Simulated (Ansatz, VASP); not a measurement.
**One calculation of V2O5, two programs**

```
V O
1.0
     6.99268    0.00000    0.00000
    -3.49634    6.05583    0.00000
     0.00000    0.00000    4.20809
V O
2 5
Direct
  0.33333 0.66667 0.50000
  0.66667 0.33333 0.50000
  0.33333 0.66667 0.00000
  0.00000 0.50000 0.50000
  0.50000 0.50000 0.50000
  0.50000 0.00000 0.50000
  0.66667 0.33333 0.00000
```

Alike in both runs: task single point; functional PBE; k mesh 3 × 3 × 4; occupations gaussian, width 0.1 eV; collinear spin.

|  | VASP | Ansatz |
| --- | --- | --- |
| version | VASP 6.6.1 | Ansatz 0.2.0 |
| potentials or method | VASP PAW PBE potentials, release 64 (V_sv, O), cutoff 520 eV | scalar-relativistic, plane waves, PAW |
| valence electrons in the cell | 56 | 56 |

|  | VASP | Ansatz | Ansatz less VASP |
| --- | --- | --- | --- |
| pressure (GPa) | -22.0 | -21.7 | +0.30 |
| traceless stress, the component that is largest in VASP (GPa) | -3.75 | -3.32 | +0.428 |
| net moment per atom (μB) | 0.00 | 0.00 | 0.000 |
| size of the moment on the site where the two differ most (μB) | 0.00 | 0.50 | +0.495 |

Site moments also hang on the region over which each program counts them. Ansatz's warnings: seeded moment not kept.
